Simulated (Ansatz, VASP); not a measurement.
## Two plane-wave programs on ZrNbTe3

INCAR

```
SYSTEM = ZrNbTe3
  PREC = Accurate
  ENCUT = 520
  EDIFF = 1E-6
  ISMEAR = 0
  SIGMA = 0.1
  LREAL = .False.
  LASPH = .True.
  NELM = 100
  ALGO = Normal
  ISIF = 2
  LWAVE = .False.
  LCHARG = .False.
  GGA = PE
  NBANDS = 30
```

Contents of KPOINTS:

```
Automatic mesh
0
Gamma
  3 3 4
  0 0 0
```

Contents of POSCAR:

```
ZrNbTe3
1.0
    6.0806475000      0.0000000000      0.0000000000
   -3.0403237500      5.2659952000      0.0000000000
    0.0000000000      0.0000000000      4.6421444500
Zr Nb Te
1 1 3
Direct
    0.0000000000      0.0000000000      0.0000000000
    0.0000000000      0.0000000000      0.5000000000
    0.3600530900      0.0000000000      0.0000000000
    0.0000000000      0.3600530900      0.0000000000
    0.6399469100      0.6399469100      0.0000000000
```

Input for Ansatz:

```yaml
crystal:
  lattice:
    - [6.0806475, 0.0, 0.0]
    - [-3.04032375, 5.2659952, 0.0]
    - [0.0, 0.0, 4.64214445]
  atoms:
    - { symbol: Zr, position: [0.0, 0.0, 0.0] }
    - { symbol: Nb, position: [0.0, 0.0, 0.5] }
    - { symbol: Te, position: [0.36005309, 0.0, 0.0] }
    - { symbol: Te, position: [0.0, 0.36005309, 0.0] }
    - { symbol: Te, position: [0.63994691, 0.63994691, 0.0] }
basis:
  ecutwfc: 420
kpoints:
  mp_grid: { grid: [3, 3, 4] }
hamiltonian:
  xc: pbe
scf:
  occupations: { method: gaussian, width: 0.1 }
  lower_state_search: "off"
output:
  forces: true
  stress: true
  eigenvalues: true
```

Alike in both runs: task single point; functional PBE; k mesh 3 × 3 × 4; occupations gaussian, width 0.1 eV; no spin polarisation.

|  | VASP | Ansatz |
| --- | --- | --- |
| version | VASP 6.6.1 | Ansatz 0.2.0 |
| potentials or method | VASP PAW PBE potentials, release 64 (Zr_sv, Nb_sv, Te), cutoff 520 eV | scalar-relativistic, plane waves, PAW |
| valence electrons in the cell | 43 | 73 |

VASP gave:

```
gap on the k mesh at the Fermi level (eV) : none
rms of the force components (eV/Å)        : 5.370
```

Question: Estimate Ansatz's values.

Answer: gap on the k mesh at the Fermi level (eV): none; rms of the force components (eV/Å): 5.379.

Atom by atom the forces differ by 0.009 eV/Å (rms over components). A gap of «none» marks a metal or a gap that the smearing closes. VASP's potentials hold 43 valence electrons a cell and Ansatz's 73, so a difference there can come from the potentials and not from the codes.

The k mesh is coarse, so the values compare programs but aren't converged. Neither program's run includes spin-orbit coupling.
